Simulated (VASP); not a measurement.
# InSe (R3m) in VASP: single point with LDA

Aim: the single point of InSe with LDA.

Everything below comes from runs of VASP 6.6.1. Logs are shortened: lines on timing, memory, paths and dates and some standing lists are left out, and cuts for length are marked.

**What was measured.**

From “The Interaction of Hydrogen with the van der Waals Crystal γ-InSe”, 2020, pmc:7321205, for a bulk crystal of InSe at 300 K: band gap 1.25 eV.

The runs below are set against these values where they give the same quantity.

### Step 1. The cell of the first run

It takes space group R3m (No. 160, trigonal). The conventional cell has a = 4.000 Å, b = 4.000 Å, c = 25.320 Å, α = 90.00°, β = 90.00°, γ = 120.00°. In (site symmetry 3m) has 3 Se at 2.64 Å and 1 In at 2.82 Å within 3.5 Å. In (site symmetry 3m) has 3 Se at 2.63 Å and 1 In at 2.82 Å within 3.5 Å. Se (site symmetry 3m) has 3 In at 2.64 Å within 3.5 Å. Se (site symmetry 3m) has 3 In at 2.63 Å within 3.5 Å.

### Step 2. Single point, LDA

INCAR reads:

```
SYSTEM = InSe
PREC = Accurate ; ENCUT = 520
EDIFF = 1E-6 ; ISMEAR = -1
SIGMA = 0.01 ; LREAL = .FALSE.
LASPH = .TRUE. ; NELM = 100
ALGO = Normal ; ISIF = 2
LWAVE = .FALSE. ; LCHARG = .FALSE.
NBANDS = 27
```

KPOINTS reads:

```
Automatic mesh
0
G
  6 6 6
  0 0 0
```

POSCAR reads:

```
InSe
1.0
    8.7502530000      0.0000000000      0.0000000000
    7.8359939123      3.8941144014      0.0000000000
    7.8359939123      1.8397324545      3.4321292905
In Se
2 2
Direct
    0.0000000000      0.0000000000      0.0000000000
    0.1114000000      0.1114000000      0.1114000000
    0.6165000000      0.6165000000      0.6165000000
    0.8281000000      0.8281000000      0.8281000000
```

Potentials or basis: VASP PAW LDA potentials, release 64 (In_d, Se).

On the command line:

```bash
cat potpaw_LDA.64/In_d/POTCAR potpaw_LDA.64/Se/POTCAR > POTCAR
mpirun -np 1 vasp_std > vasp.out
```

OUTCAR:

```text
SYSTEM = InSe
   PREC = Accurate
   ENCUT = 520
   EDIFF = 1E-6
   ISMEAR = -1
   LREAL = .FALSE.
   LASPH = .TRUE.
   NELM = 100
   ISIF = 2

 ion  position               nearest neighbor table
   1  0.000  0.000  0.000-   3 2.64   3 2.64   3 2.64   2 2.82
   2  0.111  0.111  0.111-   4 2.63   4 2.63   4 2.63   1 2.82
   3  0.617  0.617  0.617-   1 2.64   1 2.64   1 2.64
   4  0.828  0.828  0.828-   2 2.63   2 2.63   2 2.63

  LATTYP: Found a trigonal (rhomboedric) cell.
 ALAT       =     8.7502530000
 COS(alpha) =     0.8955162682

  Lattice vectors:

 A1 = (   8.7502530000,   0.0000000000,   0.0000000000)
 A2 = (   7.8359939123,   3.8941144014,   0.0000000000)
 A3 = (   7.8359939123,   1.8397324545,   3.4321292905)

Analysis of symmetry for initial positions (statically):
=====================================================================
 Subroutine PRICEL returns:
 Original cell was already a primitive cell.

 Routine SETGRP: Setting up the symmetry group for a
 trigonal (rhombohedral) supercell.

 Subroutine GETGRP returns: Found  6 space group operations
 (whereof  6 operations were pure point group operations)
 out of a pool of 12 trial point group operations.

The static configuration has the point symmetry C_3v.

Analysis of symmetry for dynamics (positions and initial velocities):
=====================================================================
 Subroutine PRICEL returns:
 Original cell was already a primitive cell.

 Routine SETGRP: Setting up the symmetry group for a
 trigonal (rhombohedral) supercell.

 Subroutine GETGRP returns: Found  6 space group operations
 (whereof  6 operations were pure point group operations)
 out of a pool of 12 trial point group operations.

The dynamic configuration has the point symmetry C_3v.

 Subroutine INISYM returns: Found  6 space group operations
 (whereof  6 operations are pure point group operations),
 and found     1 'primitive' translations

----------------------------------------------------------------------------------------

                                     Primitive cell

  volume of cell :     116.9480

  direct lattice vectors                    reciprocal lattice vectors
     8.750253000  0.000000000  0.000000000     0.114282410 -0.229966605 -0.137651936
     7.835993912  3.894114401  0.000000000     0.000000000  0.256797797 -0.137651936
     7.835993912  1.839732455  3.432129290     0.000000000  0.000000000  0.291364315

  length of vectors
     8.750253000  8.750253000  8.750253000     0.291364315  0.291364315  0.291364315

  position of ions in fractional coordinates (direct lattice)
     0.000000000  0.000000000  0.000000000
     0.111400000  0.111400000  0.111400000
     0.616500000  0.616500000  0.616500000
     0.828100000  0.828100000  0.828100000

  ion indices of the primitive-cell ions
   primitive index   ion index
                 1           1
                 2           2
                 3           3
                 4           4

----------------------------------------------------------------------------------------

 KPOINTS: Automatic mesh

Automatic generation of k-mesh.
 Grid dimensions read from file:
 generate k-points for:    6    6    6

 Generating k-lattice:

  Cartesian coordinates                     Fractional coordinates (reciprocal lattice)
     0.019047068 -0.038327767 -0.022941989     0.166666667  0.000000000  0.000000000
     0.000000000  0.042799633 -0.022941989     0.000000000  0.166666667 -0.000000000
     0.000000000  0.000000000  0.048560719     0.000000000  0.000000000  0.166666667

  Length of vectors
     0.048560719  0.048560719  0.048560719

  Shift w.r.t. Gamma in fractional coordinates (k-lattice)
     0.000000000  0.000000000  0.000000000

 Subroutine IBZKPT returns following result:
 ===========================================

 Found     32 irreducible k-points:

 Following reciprocal coordinates:
            Coordinates               Weight
  0.000000  0.000000  0.000000      1.000000
  0.166667 -0.000000 -0.000000      6.000000
  0.333333 -0.000000 -0.000000      6.000000
  0.500000  0.000000 -0.000000      3.000000
  0.166667  0.166667 -0.000000      6.000000
  0.333333  0.166667 -0.000000     12.000000
[... 16 lines left out ...]
  0.500000  0.500000  0.166667      6.000000
 -0.333333  0.500000  0.166667     12.000000
 [... further k-points ...]
   k-points           NKPTS =     32   k-points in BZ     NKDIM =     32   number of bands    NBANDS=     27
   number of dos      NEDOS =    301   number of ions     NIONS =      4
   total plane-waves  NPLWV = 343000
   dimension x,y,z NGX =    70 NGY =   70 NGZ =   70
   dimension x,y,z NGXF=   140 NGYF=  140 NGZF=  140
   ions per type =               2   2
   NGX,Y,Z   is equivalent  to a cutoff of  13.30, 13.30, 13.30 a.u.
   NGXF,Y,Z  is equivalent  to a cutoff of  26.60, 26.60, 26.60 a.u.
 SYSTEM =  InSe
   PREC   = accura    normal or accurate (medium, high low for compatibility)
   ISTART =      0    job   : 0-new  1-cont  2-samecut
   ICHARG =      2    charge: 1-file 2-atom 10-const
   ISPIN  =      1    spin polarized calculation?
   LNONCOLLINEAR =      F non collinear calculations
   LSORBIT =      F    spin-orbit coupling
   LASPH  =      T    aspherical Exc in radial PAW
   ENCUT  =  520.0 eV  38.22 Ry    6.18 a.u.  16.27 16.27 16.27*2*pi/ulx,y,z
   NELM   =    100;   NELMIN=  2; NELMDL= -5     # of ELM steps
   EDIFF  = 0.1E-05   stopping-criterion for ELM
   LREAL  =      F    real-space projection
   EDIFFG = 0.1E-04   stopping-criterion for IOM
   NSW    =      0    number of steps for IOM
   IBRION =     -1    ionic relax: 0-MD 1-quasi-New 2-CG
   NFREE  =      0    steps in history (QN), initial steepest desc. (CG)
   ISIF   =      2    stress and relaxation
   ISYM   =      2    0-nonsym 1-usesym 2-fastsym
   POTIM  = 0.5000    time-step for ionic-motion
   TEBEG  =    0.0;   TEEND  =   0.0 temperature during run
   PSTRESS=    0.0 pullay stress
   NELECT =      38.0000    total number of electrons
   NUPDOWN=      -1.0000    fix difference up-down
   EMIN   =  10.00;   EMAX   =-10.00  energy-range for DOS
   EFERMI =   0.00;   METHOD = LEGACY
   ISMEAR =    -1;   SIGMA  =   0.01  broadening in eV -4-tet -1-fermi 0-gaus
   EFERMI_NEDOS =   21; number of points for ismear=-14 and -15
   IALGO  =     38    algorithm
   IMIX   =      4    mixing-type and parameters
     AMIX     =   0.40;   BMIX     =  1.00
     AMIX_MAG =   1.60;   BMIX_MAG =  1.00
  volume/ion in A,a.u.               =      29.24       197.30
  Fermi-wavevector in a.u.,A,eV,Ry     =   1.125482  2.126852 17.234618  1.266709
  Thomas-Fermi vector in A             =   2.262159
   LORBIT       =      0    0 simple, 1 ext, 2 COOP (PROOUT), +10 PAW based schemes
   GGA     = CA    functional components
   LHFCALC =     F    Hartree Fock is set to
   AEXX    =    0.0000 exact exchange contribution
   IVDW    =     0    specifies the selected vdW correction
   LEPSILON=     F    determine dielectric tensor
   LRPA    =     F    only Hartree local field effects (RPA)
 non-spin polarized calculation
  energy-cutoff  :      520.00
  volume of cell :      116.95
 maximum number of plane-waves:      3181
 NGX is ok and might be reduce to    70
   NGX = 33   NGY = 33   NGZ = 33

 number of electron      37.9999999 magnetization

 Free energy of the ion-electron system (eV)
  ---------------------------------------------------
  ext. energy  EPLUGINS =         0.00000000
  ---------------------------------------------------
  free energy    TOTEN  =       -16.63641642 eV

  energy without entropy =      -16.63641639  energy(sigma->0) =      -16.63641641

 E-fermi :   4.0613     XC(G=0):  -9.2573

 val. band max:        3.9479132082   @ k =   0.5000   0.5000   0.5000
 cond. band min:       4.1747684371   @ k =   0.5000   0.5000   0.5000
 fundamental gap:      0.2268552289
 Fermi energy:         4.0613375478

 k-point     1 :       0.0000    0.0000    0.0000
  band No.  band energies     occupation
      1     -10.7977      2.00000
      2     -10.6235      2.00000
      3     -10.6235      2.00000
      4     -10.5492      2.00000
      5     -10.5492      2.00000
      6     -10.5254      2.00000
[... 19 lines left out ...]
     26       9.3201      0.00000
     27      11.3260      0.00000

 k-point     2 :       0.1667   -0.0000   -0.0000
  band No.  band energies     occupation
      1     -10.8169      2.00000
      2     -10.7079      2.00000
      3     -10.6647      2.00000
      4     -10.6179      2.00000
      5     -10.5327      2.00000
      6     -10.5297      2.00000
[... 19 lines left out ...]
     26       9.8803      0.00000
     27      10.6475      0.00000

 k-point     3 :       0.3333   -0.0000   -0.0000
  band No.  band energies     occupation
      1     -10.9240      2.00000
      2     -10.8170      2.00000
      3     -10.7311      2.00000
      4     -10.6147      2.00000
      5     -10.5474      2.00000
      6     -10.4912      2.00000
[... 19 lines left out ...]
     26      10.4733      0.00000
     27      11.0423      0.00000

 k-point     4 :       0.5000    0.0000   -0.0000
  band No.  band energies     occupation
      1     -10.9766      2.00000
      2     -10.8760      2.00000
      3     -10.7265      2.00000
      4     -10.6156      2.00000
      5     -10.5544      2.00000
      6     -10.4727      2.00000
[... 19 lines left out ...]
     26      10.2403      0.00000
     27      10.7814      0.00000
[... 516 lines left out ...]
      4     -10.6274      2.00000
      5     -10.5408      2.00000
      6     -10.4847      2.00000
[... 19 lines left out ...]
     26      10.9159      0.00000
     27      11.5307      0.00000

 k-point    23 :       0.5000    0.5000    0.1667
  band No.  band energies     occupation
      1     -10.9136      2.00000
      2     -10.8295      2.00000
      3     -10.7292      2.00000
      4     -10.6152      2.00000
      5     -10.5473      2.00000
      6     -10.4910      2.00000
[... 19 lines left out ...]
     26      10.8081      0.00000
     27      11.1602      0.00000

 k-point    24 :      -0.3333    0.5000    0.1667
  band No.  band energies     occupation
      1     -10.9565      2.00000
      2     -10.8768      2.00000
      3     -10.7259      2.00000
      4     -10.6276      2.00000
      5     -10.5408      2.00000
      6     -10.4846      2.00000
[... 19 lines left out ...]
     26      10.9842      0.00000
     27      11.3752      0.00000

 [... further k-points ...]

------------------------ aborting loop because EDIFF is reached ----------------------------------------

  FORCE on cell =-STRESS in cart. coord.  units (eV):
  Direction    XX          YY          ZZ          XY          YZ          ZX
  --------------------------------------------------------------------------------------
  -------------------------------------------------------------------------------------
  Total       -1.5241748     -0.7219416     -0.6919096     -0.1993358     -0.0280132     -0.1193171
  in kB      -20.8810534     -9.8905325     -9.4790967     -2.7308818     -0.3837788     -1.6346337
  external PRESSURE =     -13.4168942 kB  Pullay stress =       0.0000000 kB

 VOLUME and BASIS-vectors are now :
 -----------------------------------------------------------------------------
  energy-cutoff  :      520.00
  volume of cell :      116.95
      direct lattice vectors                 reciprocal lattice vectors
     8.750253000  0.000000000  0.000000000     0.114282410 -0.229966605 -0.137651936
     7.835993912  3.894114401  0.000000000     0.000000000  0.256797797 -0.137651936
     7.835993912  1.839732455  3.432129290     0.000000000  0.000000000  0.291364315

 POSITION                                       TOTAL-FORCE (eV/Angst)
 -----------------------------------------------------------------------------------
      0.00000      0.00000      0.00000         0.225263      0.052887      0.031657
      2.72064      0.63875      0.38234        -0.242283     -0.056883     -0.034049
     15.05631      3.53492      2.11591         0.051359      0.012058      0.007218
     20.22406      4.74820      2.84215        -0.034339     -0.008062     -0.004826
 -----------------------------------------------------------------------------------
    total drift:                               -0.000101     -0.000024     -0.000014

  FREE ENERGIE OF THE ION-ELECTRON SYSTEM (eV)
  ---------------------------------------------------
  free  energy   TOTEN  =       -16.6364164186 eV

  energy  without entropy=      -16.6364163915  energy(sigma->0) =      -16.63641641
```

Run time: 4.8 min. Hardware: 1 thread of Intel Xeon Platinum 8559C (Emerald Rapids), shared host; peak memory 0.52 GiB.

What came out:

| Property | Result |
| --- | --- |
| Free energy | -16.6364 eV |
| Pressure | -1.3 GPa |
| Largest force | 0.251 eV/Å |
| Band gap on the k mesh | 0.23 eV, direct |

Forces in eV/Å, atoms in the order of the input:
```
In   0.225  0.053  0.032
In  -0.242 -0.057 -0.034
Se   0.051  0.012  0.007
Se  -0.034 -0.008 -0.005
```

Stress tensor (GPa, compression positive):
```
-2.09 -0.27 -0.16
-0.27 -0.99 -0.04
-0.16 -0.04 -0.95
```

Levels at points of the mesh, in eV from the valence-band top:
```
           k point  band 17  band 18  band 19  band 20  band 21  band 22
(0.00, 0.00, 0.00)    -1.31    -1.21    -1.21     1.56     1.92     4.30
(0.50, 0.00, 0.00)    -2.36    -2.25    -1.70     1.09     1.84     3.51
(0.50, 0.50, 0.00)    -2.52    -2.06    -1.53     1.03     1.88     3.16
(0.50, 0.50, 0.50)    -1.14    -1.14     0.00     0.23     1.98     4.22
```

Caveat: spin-orbit coupling is left out, which moves the levels of the heavy elements.

### Step 3. Comparison with measurements

Step 2. Against the measured gap of InSe, 1.25 eV (300 K; “The Interaction of Hydrogen with the van der Waals Crystal γ-InSe”, 2020, pmc:7321205), the calculated 0.23 eV is off by -1.02 eV. So large a miss can be the level of theory's own, or it may mean another phase, state or a wrong row. Spin-orbit coupling on In, Se is left out. The value is that of LDA on a finite k mesh, which can miss the band edges, without temperature or zero-point motion. Semilocal functionals fall short of measured gaps as a rule.
